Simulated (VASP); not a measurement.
# MgNb4O10 (P1) in VASP: electric field gradients with PBE

Aim: the electric field gradients of MgNb4O10 with PBE.

All numbers are computed with VASP 6.6.1; they aren't measurements. Logs are shortened: lines on timing, memory, paths and dates and some standing lists are left out, and cuts for length are marked.

### Step 1. The cell of the first run

The typed cell holds 15 atoms: a = 5.113 Å, b = 5.689 Å, c = 7.020 Å, α = 76.97°, β = 69.22°, γ = 89.94°.

### Step 2. Electric field gradients, PBE

INCAR reads:

```
PREC = Accurate ; ENCUT = 520
EDIFF = 1E-8 ; ISMEAR = -1
SIGMA = 0.05 ; LREAL = False
LASPH = True ; NELM = 120
ALGO = Normal ; ISIF = 2
LWAVE = False ; LCHARG = False
GGA = PE ; LEFG = True
NBANDS = 70 ; GGA_COMPAT = False
KPAR = 4
```

KPOINTS reads:

```
regular mesh
0
Gamma
  6 6 5
```

POSCAR reads:

```
MgNb4O10
1.0
    5.1130239858      0.0000000000      0.0000000000
    0.0061240850      5.6894402633      0.0000000000
    2.4901896027      1.5797439305      6.3708670390
Mg Nb O
1 4 10
Direct
    0.2382480000      0.3497680000      0.0569880000
    0.8731240000      0.2741880000      0.7404240000
    0.5937650000      0.1979570000      0.3374360000
    0.1303620000      0.7317580000      0.2727500000
    0.3982660000      0.7953520000      0.6800150000
    0.8727980000      0.3704370000      0.3927680000
    0.2483070000      0.1502900000      0.6037740000
    0.1335710000      0.6390400000      0.5908800000
    0.7402430000      0.8473960000      0.3997960000
    0.1359280000      0.7277940000      0.0003090000
    0.8937650000      0.2465420000      0.0113590000
    0.4200950000      0.4986870000      0.2297760000
    0.6550310000      0.9991990000      0.7693760000
    0.5542700000      0.4801490000      0.7802810000
    0.3381530000      0.0366820000      0.2081420000
```

Potentials or basis: VASP PAW PBE potentials, release 64 (Mg, Nb_sv, O).

Launch:

```console
$ cat potpaw_PBE.64/Mg/POTCAR potpaw_PBE.64/Nb_sv/POTCAR potpaw_PBE.64/O/POTCAR > POTCAR
$ mpirun -np 4 vasp_std > vasp.out
```

OUTCAR:

```text
PREC = Accurate
   ENCUT = 520
   EDIFF = 1E-8
   ISMEAR = -1
   LREAL = False
   LASPH = True
   NELM = 120
   ISIF = 2
   GGA = PE

 ion  position               nearest neighbor table
   1  0.238  0.350  0.057-  11 2.01  14 2.02  15 2.02  12 2.08  10 2.19   6 2.46   4 2.87   5 3.09
                             3 3.11   3 3.18   2 3.31
   2  0.873  0.274  0.740-  13 1.85  11 1.91  14 1.98   7 2.02   8 2.28   6 2.38   1 3.31
   3  0.594  0.198  0.337-   6 1.93   7 2.03  12 2.04   9 2.14  15 2.14  11 2.21   5 2.80   1 3.11
                             1 3.18
   4  0.130  0.732  0.273-  10 1.91  15 1.91  12 1.98   9 2.05   8 2.18   6 2.26   1 2.87
   5  0.398  0.795  0.680-   8 1.97  14 2.04   9 2.08  13 2.09  10 2.12   7 2.18   3 2.80   1 3.09

   6  0.873  0.370  0.393-   3 1.93   4 2.26   2 2.38   1 2.46
   7  0.248  0.150  0.604-   2 2.02   3 2.03   5 2.18
   8  0.134  0.639  0.591-   5 1.97   4 2.18   2 2.28
   9  0.740  0.847  0.400-   4 2.05   5 2.08   3 2.14
  10  0.136  0.728  0.000-   4 1.91   5 2.12   1 2.19
  11  0.894  0.247  0.011-   2 1.91   1 2.01   3 2.21
  12  0.420  0.499  0.230-   4 1.98   3 2.04   1 2.08
  13  0.655  0.999  0.769-   2 1.85   5 2.09
  14  0.554  0.480  0.780-   2 1.98   1 2.02   5 2.04
  15  0.338  0.037  0.208-   4 1.91   1 2.02   3 2.14

  LATTYP: Found a triclinic cell.
 ALAT       =     7.0202978549
 B/A-ratio  =     0.7283200929
 C/A-ratio  =     0.8104276595
 COS(alpha) =     0.0010763944
 COS(beta)  =     0.2254068807
 COS(gamma) =     0.3547128134

  Lattice vectors:

 A1 = (   2.4901896027,   1.5797439305,   6.3708670390)
 A2 = (   5.1130239858,   0.0000000000,   0.0000000000)
 A3 = (   0.0061240850,   5.6894402633,   0.0000000000)

Analysis of symmetry for initial positions (statically):
=====================================================================
 Subroutine PRICEL returns:
 Original cell was already a primitive cell.

 Routine SETGRP: Setting up the symmetry group for a
 triclinic supercell.

 Subroutine GETGRP returns: Found  1 space group operations
 (whereof  1 operations were pure point group operations)
 out of a pool of  2 trial point group operations.

The static configuration has the point symmetry C_1 .

Analysis of symmetry for dynamics (positions and initial velocities):
=====================================================================
 Subroutine PRICEL returns:
 Original cell was already a primitive cell.

 Routine SETGRP: Setting up the symmetry group for a
 triclinic supercell.

 Subroutine GETGRP returns: Found  1 space group operations
 (whereof  1 operations were pure point group operations)
 out of a pool of  2 trial point group operations.

The dynamic configuration has the point symmetry C_1 .

 Subroutine INISYM returns: Found  1 space group operations
 (whereof  1 operations are pure point group operations),
 and found     1 'primitive' translations

----------------------------------------------------------------------------------------

                                     Primitive cell

  volume of cell :     185.3301

  direct lattice vectors                    reciprocal lattice vectors
     5.113023986  0.000000000  0.000000000     0.195578977 -0.000210520 -0.076394024
     0.006124085  5.689440263  0.000000000     0.000000000  0.175764215 -0.043583150
     2.490189603  1.579743931  6.370867039     0.000000000  0.000000000  0.156964506

  length of vectors
     5.113023986  5.689443559  7.020297855     0.209969587  0.181087134  0.156964506

  position of ions in fractional coordinates (direct lattice)
     0.238248000  0.349768000  0.056988000
     0.873124000  0.274188000  0.740424000
     0.593765000  0.197957000  0.337436000
     0.130362000  0.731758000  0.272750000
     0.398266000  0.795352000  0.680015000
     0.872798000  0.370437000  0.392768000
     0.248307000  0.150290000  0.603774000
     0.133571000  0.639040000  0.590880000
[... 138 lines left out ...]
  ---------------------------------------------------
  ext. energy  EPLUGINS =         0.00000000
  ---------------------------------------------------
  free energy    TOTEN  =      -131.28168509 eV

  energy without entropy =     -131.27884516  energy(sigma->0) =     -131.28026513

 E-fermi :   6.3861     XC(G=0): -10.7140

 val. band max:        6.2076176311   @ k =  -0.3333  -0.1667   0.4000
 cond. band min:       6.5356308582   @ k =  -0.1667  -0.1667   0.4000
 fundamental gap:      0.3280132271
 Fermi energy:         6.3860802268

 k-point     1 :       0.0000    0.0000    0.0000
  band No.  band energies     occupation
      1     -50.7828      2.00000
      2     -50.6889      2.00000
      3     -50.2112      2.00000
      4     -50.1278      2.00000
      5     -27.0239      2.00000
      6     -26.9412      2.00000
[... 1717 lines left out ...]
     68       9.0947      0.00000
     69       9.8432      0.00000

 [... further k-points ...]

 [bands above 69 left out]

------------------------ aborting loop because EDIFF is reached ----------------------------------------

  FORCE on cell =-STRESS in cart. coord.  units (eV):
  Direction    XX          YY          ZZ          XY          YZ          ZX
  --------------------------------------------------------------------------------------
  -------------------------------------------------------------------------------------
  Total       -6.3489924     -6.2789231     -5.6112681     -0.4077376     -0.1460368     -0.1895732
  in kB      -54.8869979    -54.2812495    -48.5093757     -3.5248891     -1.2624874     -1.6388593
  external PRESSURE =     -52.5592077 kB  Pullay stress =       0.0000000 kB

 VOLUME and BASIS-vectors are now :
 -----------------------------------------------------------------------------
  energy-cutoff  :      520.00
  volume of cell :      185.33
      direct lattice vectors                 reciprocal lattice vectors
     5.113023986  0.000000000  0.000000000     0.195578977 -0.000210520 -0.076394024
     0.006124085  5.689440263  0.000000000     0.000000000  0.175764215 -0.043583150
     2.490189603  1.579743931  6.370867039     0.000000000  0.000000000  0.156964506

 POSITION                                       TOTAL-FORCE (eV/Angst)
 -----------------------------------------------------------------------------------
      1.36222      2.08001      0.36306        -0.006463      0.032550     -0.014156
      6.30978      2.72966      4.71714        -0.230340     -0.281826      0.255674
      3.87743      1.65933      2.14976        -0.010209      0.152718      0.085304
      1.35022      4.59417      1.73765         0.117330     -0.045588     -0.290615
      3.73458      5.59936      4.33229         0.089652     -0.021279     -0.010381
      5.44297      2.72805      2.50227        -0.297626     -0.105617     -0.041547
      2.77403      1.80887      3.84656        -0.045736     -0.029028     -0.070482
      2.15827      4.56922      3.76442         0.200379      0.073618     -0.037562
      4.78564      5.45278      2.54705         0.083809      0.080374      0.044777
      0.70023      4.14123      0.00197         0.265775      0.118224      0.294936
      4.59964      1.42063      0.07237        -0.220300     -0.045896     -0.298473
      2.72320      3.20024      1.46387        -0.174371      0.088904      0.163784
      5.27120      6.90030      4.90159         0.162009      0.372046     -0.160723
      4.77998      3.96442      4.97107         0.168236     -0.038603     -0.146877
      2.24752      0.53751      1.32605        -0.102146     -0.350596      0.226341
 -----------------------------------------------------------------------------------
    total drift:                               -0.000514      0.000584     -0.001170

  FREE ENERGIE OF THE ION-ELECTRON SYSTEM (eV)
  ---------------------------------------------------
  free  energy   TOTEN  =      -131.2816850869 eV

  energy  without entropy=     -131.2788451640  energy(sigma->0) =     -131.28026513

 Electric field gradients (V/A^2)
---------------------------------------------------------------------
 ion       V_xx      V_yy      V_zz      V_xy      V_xz      V_yz
---------------------------------------------------------------------
   1      -5.914     2.675     3.239    -4.905    -4.787     5.181
   2     -45.711   -24.644    70.355    24.234    31.534   -42.853
   3     -22.170   -28.764    50.935    22.457    34.441    26.117
   4      23.835   -23.352    -0.483    34.453    14.252   -42.082
   5      14.087   -21.449     7.362    -4.276    22.656    18.394
   6     -20.492    -2.804    23.297    14.663     9.035     4.331
   7      -1.342     0.829     0.513   -21.837    -7.550     0.913
   8     -15.216     3.488    11.728    25.161     5.444    -9.655
   9       3.500    -4.633     1.132   -24.202    -7.922    -0.338
  10     -12.545    -6.995    19.541    -1.164    -8.342   -10.242
  11       0.854   -26.927    26.073     2.377    -4.234     4.308
  12      16.645    13.700   -30.344   -21.043    -0.280     5.722
  13       0.004    -0.168     0.164     7.375     3.414    -5.324
  14       5.604     4.326    -9.931   -19.829    -5.896    -4.080
  15       5.183     0.880    -6.063    13.411    10.561    -9.207
---------------------------------------------------------------------

 Electric field gradients after diagonalization (V/A^2)
 (convention: |V_zz| > |V_xx| > |V_yy|)
----------------------------------------------------------------------
 ion       V_xx      V_yy      V_zz     asymmetry (V_yy - V_xx)/ V_zz
----------------------------------------------------------------------
   1      -8.708    -2.223    10.931       0.593
   2     -78.838   -11.373    90.211       0.748
   3     -48.295   -26.645    74.941       0.289
   4      44.213    25.346   -69.559       0.271
   5     -34.887    -0.261    35.148       0.985
   6      27.018     2.402   -29.420       0.837
   7     -23.144    -0.018    23.163       0.998
   8      23.341    11.523   -34.864       0.339
   9      25.409     0.783   -26.191       0.940
  10     -16.410    -8.164    24.574       0.336
  11      27.044     0.492   -27.536       0.964
  12     -31.224    -5.296    36.520       0.710
  13       7.643     3.292   -10.935       0.398
  14     -19.871    -4.992    24.863       0.598
  15      16.881     5.510   -22.391       0.508
----------------------------------------------------------------------

           NMR quadrupolar parameters

 Cq : quadrupolar parameter    Cq=e*Q*V_zz/h
 eta: asymmetry parameters     (V_yy - V_xx)/ V_zz
 Q  : nuclear electric quadrupole moment in mb (millibarn)
----------------------------------------------------------------------
 ion       Cq(MHz)       eta       Q (mb)
----------------------------------------------------------------------
   1       0.026       0.593       1.000
   2       0.218       0.748       1.000
   3       0.181       0.289       1.000
   4      -0.168       0.271       1.000
   5       0.085       0.985       1.000
   6      -0.071       0.837       1.000
   7       0.056       0.998       1.000
   8      -0.084       0.339       1.000
   9      -0.063       0.940       1.000
  10       0.059       0.336       1.000
  11      -0.067       0.964       1.000
  12       0.088       0.710       1.000
  13      -0.026       0.398       1.000
  14       0.060       0.598       1.000
  15      -0.054       0.508       1.000
----------------------------------------------------------------------
```

Wall time 10 min (4 MPI ranks of AMD EPYC 7R13 (Zen 3), shared host); peak memory 0.9 GiB.

What came out:

* Free energy: -131.2817 eV
* Pressure: -5.3 GPa
* Largest force: 0.445 eV/Å
* Band gap on the k mesh: 0.33 eV (least direct gap 0.36 eV)
* Largest electric field gradient by atom: Mg +10.9; Nb +90.2, +74.9, -69.6, +35.1; O -29.4, +23.2, -34.9, -26.2, +24.6, -27.5, +36.5, -10.9, +24.9, -22.4 V/Å²

Forces in eV/Å, atoms in the order of the input:
```
Mg  -0.006  0.033 -0.014
Nb  -0.230 -0.282  0.256
Nb  -0.010  0.153  0.085
Nb   0.117 -0.046 -0.291
Nb   0.090 -0.021 -0.010
O   -0.298 -0.106 -0.042
O   -0.046 -0.029 -0.070
O    0.200  0.074 -0.038
O    0.084  0.080  0.045
O    0.266  0.118  0.295
O   -0.220 -0.046 -0.298
O   -0.174  0.089  0.164
O    0.162  0.372 -0.161
O    0.168 -0.039 -0.147
O   -0.102 -0.351  0.226
```

Stress tensor (GPa, compression positive):
```
-5.49 -0.35 -0.16
-0.35 -5.43 -0.13
-0.16 -0.13 -4.85
```

Levels at points of the mesh, in eV from the valence-band top:
| k point | band 53 | band 54 | band 55 | band 56 | band 57 | band 58 | band 59 | band 60 | band 61 | band 62 |
| --- | --- | --- | --- | --- | --- | --- | --- | --- | --- | --- |
| (0.00, 0.00, 0.00) | -3.03 | -2.82 | -2.73 | -2.51 | -0.20 | 0.63 | 0.89 | 0.97 | 1.18 | 1.41 |
| (0.50, 0.00, 0.00) | -3.03 | -2.86 | -2.72 | -2.62 | -0.37 | 0.70 | 0.81 | 1.16 | 1.52 | 1.69 |
| (0.00, 0.50, 0.00) | -2.99 | -2.89 | -2.69 | -2.62 | -0.12 | 1.09 | 1.14 | 1.38 | 1.46 | 1.58 |
| (0.50, 0.50, 0.00) | -3.27 | -3.14 | -2.99 | -2.80 | -0.05 | 0.41 | 0.69 | 0.89 | 1.46 | 1.57 |

Electric field gradients, principal values (V/Å²):
```
atom    least   middle  greatest (by size)
1 Mg   -2.223   -8.708              10.931
2 Nb  -11.373  -78.838              90.211
3 Nb  -26.645  -48.295              74.941
4 Nb   25.346   44.213             -69.559
5 Nb   -0.261  -34.887              35.148
 6 O    2.402   27.018             -29.420
 7 O   -0.018  -23.144              23.163
 8 O   11.523   23.341             -34.864
 9 O    0.783   25.409             -26.191
10 O   -8.164  -16.410              24.574
11 O    0.492   27.044             -27.536
12 O   -5.296  -31.224              36.520
13 O    3.292    7.643             -10.935
14 O   -4.992  -19.871              24.863
15 O    5.510   16.881             -22.391
```

Caveat: the cell stands under tension; without QUAD_EFG the Cq values of the log hold for a quadrupole moment of 1 mb, not for the nuclei; an odd mesh through Γ misses points on the zone boundary, where band edges can lie.
